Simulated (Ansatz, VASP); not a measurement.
Given: the input of a run of Ansatz 0.2.0 on MgS.

Contents of input:

```
crystal:
  lattice:
    - [0.0, 2.8886855272, 2.8886855272]
    - [2.8886855272, 0.0, 2.8886855272]
    - [2.8886855272, 2.8886855272, 0.0]
  atoms:
    - { symbol: S, position: [0.25, 0.25, 0.25] }
    - { symbol: Mg, position: [0.0, 0.0, 0.0] }
hamiltonian:
  xc: hse06
  pseudopotentials: { kind: paw }
kpoints:
  mp_grid: { grid: [6, 6, 6] }
scf:
  occupations: { method: fermi_dirac, width: 0.05 }
output:
  forces: true
  stress: true
  eigenvalues: true
```

Set up the same calculation for VASP 6.6.1. Potentials there: VASP PAW PBE potentials, release 64 (S, Mg).

As run (the cutoff follows the program's own potentials):

Contents of POSCAR:

```
MgS
1.0
    0.0000000000      2.8886855272      2.8886855272
    2.8886855272      0.0000000000      2.8886855272
    2.8886855272      2.8886855272      0.0000000000
S Mg
1 1
Direct
    0.2500000000      0.2500000000      0.2500000000
    0.0000000000      0.0000000000      0.0000000000
```

Contents of INCAR.step1:

```
SYSTEM = MgS
  ALGO = Normal
  EDIFF = 1E-5
  ENCUT = 520
  GGA = PE
  ISIF = 2
  ISMEAR = -1
  LASPH = .TRUE.
  LCHARG = .FALSE.
  LREAL = .FALSE.
  LWAVE = .TRUE.
  NBANDS = 11
  NELM = 60
  PREC = Accurate
  SIGMA = 0.05
```

The input INCAR.step2:

```
SYSTEM = MgS
  ALGO = Normal
  EDIFF = 1E-7
  ENCUT = 520
  GGA = PE
  HFSCREEN = 0.2079
  ISIF = 2
  ISMEAR = -1
  ISTART = 1
  LASPH = .TRUE.
  LCHARG = .FALSE.
  LHFCALC = .TRUE.
  LREAL = .FALSE.
  LWAVE = .FALSE.
  NBANDS = 11
  NELM = 60
  PREC = Accurate
  PRECFOCK = Normal
  SIGMA = 0.05
```

The input KPOINTS:

```
k-points
0
G
  6 6 6
  0 0 0
```

Potentials or basis: VASP PAW PBE potentials, release 64 (S, Mg).

Run with:

```bash
$ cat potpaw_PBE.64/S/POTCAR potpaw_PBE.64/Mg/POTCAR > POTCAR
$ cp INCAR.step1 INCAR
$ mpirun -np 1 vasp_std > vasp.out
$ cp INCAR.step2 INCAR
$ mpirun -np 1 vasp_std > vasp.out
```

Both were run:

|  | VASP | Ansatz | Ansatz less VASP |
| --- | --- | --- | --- |
| gap on the k mesh at the Fermi level (eV) | 4.19 | 4.21 | +0.018 |
| least direct gap on the mesh (eV) | 4.19 | 4.21 | +0.018 |
| pressure (GPa) | -3.3 | -3.2 | +0.17 |

The functional is the same, so the differences come from potentials, cutoffs and numerics. VASP's potentials hold 8 valence electrons a cell and Ansatz's 16, so a difference there can come from the potentials and not from the codes.
